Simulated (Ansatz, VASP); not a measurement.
## Two plane-wave programs on TiAl3

```
Ti Al
1.0
     3.95567    0.00000    0.00000
     0.00000    3.95567    0.00000
     0.00000    0.00000    3.95567
Ti Al
1 3
Cartesian
  0.0433 0.0433 0.0433
  1.9778 1.9778 0.0000
  1.9778 0.0000 1.9778
  0.0000 1.9778 1.9778
```

Alike in both runs: task single point; functional r2SCAN; k mesh 12 × 12 × 12; occupations gaussian, width 0.15 eV; no spin polarisation.

|  | VASP | Ansatz |
| --- | --- | --- |
| version | VASP 6.6.1 | Ansatz 0.2.0 |
| potentials or method | VASP PAW PBE potentials, release 64 (Ti_sv, Al), cutoff 520 eV | scalar-relativistic, plane waves, PAW |
| valence electrons in the cell | 21 | 21 |

|  | VASP | Ansatz | Ansatz less VASP |
| --- | --- | --- | --- |
| gap on the k mesh at the Fermi level (eV) | none | none | - |
| pressure (GPa) | 0.1 | 0.2 | +0.10 |
| traceless stress, the component that is largest in VASP (GPa) | 0.09 | 0.09 | 0.000 |
| rms of the force components (eV/Å) | 0.258 | 0.257 | -0.0009 |

VASP's potentials were made for PBE, not for r2SCAN. Atom by atom the forces differ by 0.001 eV/Å (rms over components). A gap of «none» marks a metal or a gap that the smearing closes.
